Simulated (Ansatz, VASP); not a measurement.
# Hg in VASP and in Ansatz

INCAR

```
SYSTEM = Hg
PREC = Accurate
ENCUT = 520
EDIFF = 1E-6
ISMEAR = -1
SIGMA = 0.1
LREAL = .False.
LASPH = .True.
NELM = 100
ALGO = Normal
ISIF = 2
LWAVE = .False.
LCHARG = .False.
GGA = B5
ALDAX = 1.0
AGGAX = 1.0
AGGAC = 1.0
ALDAC = 0.0
NBANDS = 12
```

Contents of KPOINTS:

```
regular mesh
0
Gamma
  8 8 8
  0 0 0
```

The input POSCAR:

```
Hg
1.0
   -3.4726193859      3.4726193859      3.4726193859
    3.4726193859     -3.4726193859      3.4726193859
    3.4726193859      3.4726193859     -3.4726193859
Hg
1
Direct
    0.0000000000      0.0000000000      0.0000000000
```

Input for Ansatz:

```yaml
crystal:
  lattice:
    - [-3.4726193859, 3.4726193859, 3.4726193859]
    - [3.4726193859, -3.4726193859, 3.4726193859]
    - [3.4726193859, 3.4726193859, -3.4726193859]
  atoms:
    - { symbol: Hg, position: [0.0, 0.0, 0.0] }
hamiltonian:
  xc: blyp
  pseudopotentials:
    kind: paw
    azcp:
      Hg: "pseudopotentials/Hg.paw.azcp"
basis:
  ecutwfc: 420
  fft_grid_basis: typed
kpoints:
  mp_grid: { grid: [8, 8, 8], shift: [0, 0, 0] }
magnetization:
  spin_polarized: false
scf:
  occupations: { method: fermi_dirac, width: 0.1 }
  lower_state_search: "off"
output:
  stress: true
```

Alike in both runs: task single point; functional BLYP; k mesh 8 × 8 × 8; occupations fermi-dirac, width 0.1 eV; no spin polarisation.

```csv
,VASP,Ansatz
version,VASP 6.6.1,Ansatz 0.2.0
potentials or method,"VASP PAW PBE potentials, release 64 (Hg), cutoff 520 eV","plane waves (420 eV) with PAW, scalar-relativistic"
valence electrons in the cell,12,20
```

|  | VASP | Ansatz | Ansatz less VASP |
| --- | --- | --- | --- |
| pressure (GPa) | 0.0 | 0.0 | +0.02 |

VASP's potentials were made for PBE, not for BLYP. VASP's potentials hold 12 valence electrons a cell and Ansatz's 20, so a difference there can come from the potentials and not from the codes.

Neither program's run includes spin-orbit coupling.
